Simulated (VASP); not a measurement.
A run of VASP 6.6.1 is set up as follows.

The input INCAR:

```
ALGO = Normal
EDIFF = 1E-6
ENCUT = 520
GGA = PE
ISIF = 2
ISMEAR = -1
IVDW = 12
LASPH = True
LCHARG = True
LELF = True
LREAL = Auto
LVHAR = True
LWAVE = False
NBANDS = 59
NELM = 60
PREC = Accurate
SIGMA = 0.02
```

File KPOINTS:

```
k-points
0
Gamma
  1 1 1
```

POSCAR

```
H16CO10
1.0
    6.9561890000      0.0000000000      0.0000000000
    0.0000000000      6.9561890000      0.0000000000
    0.0000000000      0.0000000000      6.9561890000
O H C
10 16 1
Direct
    0.4016567117      0.7353451725      0.4588288214
    0.6977383737      0.6917293363      0.6967464513
    0.9765260835      0.1411405009      0.2442860595
    0.3534119041      0.0058221535      0.2004402123
    1.0005047304     -0.0343003906      0.5979567260
    0.2662808615      0.1587794696      0.8121832227
    0.1015929843      0.5674227655      0.7575843612
   -0.0669619529      0.5220818468      0.3624398360
    0.4459769566      0.4691218137      0.1514478689
    0.6968758324      0.3676869619     -0.0427964220
    0.3729197122      0.8385626095      0.3600678475
    0.4240540330      0.6172776502      0.3811282298
    0.7474638771      0.5813384311      0.6258168086
    0.5828910054      0.7301986763      0.6108373421
    0.9365185449      0.1233433997      0.1142292137
    0.9454745982      0.2838192004      0.2645270277
    0.2472330755      0.0856359711      0.2502807212
    0.3277225504      0.0093010699      0.0676951129
    0.9515555141      0.0299589330      0.4876808264
    0.9064589821     -0.1295536967      0.6398762311
    0.1866683036      0.0672782180      0.7443012259
    0.1837787904      0.2755675557      0.8303397162
    0.0139587927      0.6734290860      0.7882333272
    0.2097844093      0.6289794599      0.6966026944
   -0.0094879538      0.5120332412      0.4878533346
   -0.0316265127      0.6405662641      0.2977923688
    0.5671496275      0.4250747069      0.0414307317
```

Potentials or basis: VASP PAW PBE potentials, release 64 (O, H, C).

Launch:

```console
$ cat potpaw_PBE.64/O/POTCAR potpaw_PBE.64/H/POTCAR potpaw_PBE.64/C/POTCAR > POTCAR
$ mpirun -np 1 vasp_gam > vasp.out
```

(1) Estimate the pressure.

(2) Estimate the dispersion energy per atom.

Answers

(1) 0.7 GPa.

(2) -0.031 eV.

Caveat: the k points lie up to 0.90 Å⁻¹ apart, too coarse for converged energies, forces and pressures.
